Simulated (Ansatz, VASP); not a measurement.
**WS2: VASP beside Ansatz**

```
W S
1.0
     3.12548    0.00000    0.00000
    -1.56274    2.70675    0.00000
     0.00000    0.00000   16.95311
W S
1 2
Direct
  0.33334 0.66668 0.00000
  0.66674 0.33352 0.90797
  0.66658 0.33313 0.09203
```

Change from the starting cell: all atoms moved at random, sigma 0.05 Å a component; relaxed back.

Alike in both runs: functional LDA; k mesh 12 × 12 × 2; occupations gaussian, width 0.05 eV; no spin polarisation.

Ansatz relaxed the structure, and its values are those at the end. VASP's run is a single point on that final structure, the one shown.

|  | VASP | Ansatz |
| --- | --- | --- |
| version | VASP 6.6.1 | Ansatz 0.2.0 |
| potentials or method | VASP PAW LDA potentials, release 64 (W_sv, S), cutoff 520 eV | scalar-relativistic, plane waves, PAW |
| valence electrons in the cell | 26 | 26 |

Ansatz gave:

| Item | Value |
| --- | --- |
| gap on the k mesh at the Fermi level (eV) | 1.99 |
| least direct gap on the mesh (eV) | 1.99 |
| rms of the force components (eV/Å) | 0.004 |

What did VASP give for the same quantities?

gap on the k mesh at the Fermi level (eV): 2.00; least direct gap on the mesh (eV): 2.00; rms of the force components (eV/Å): 0.027.

LDA's correlation is that of Perdew and Zunger in VASP and of Perdew and Wang (1992) in Ansatz. Ansatz's warnings: stress scf threshold loose, xc potential rough in thin density.

Neither program's run includes spin-orbit coupling.
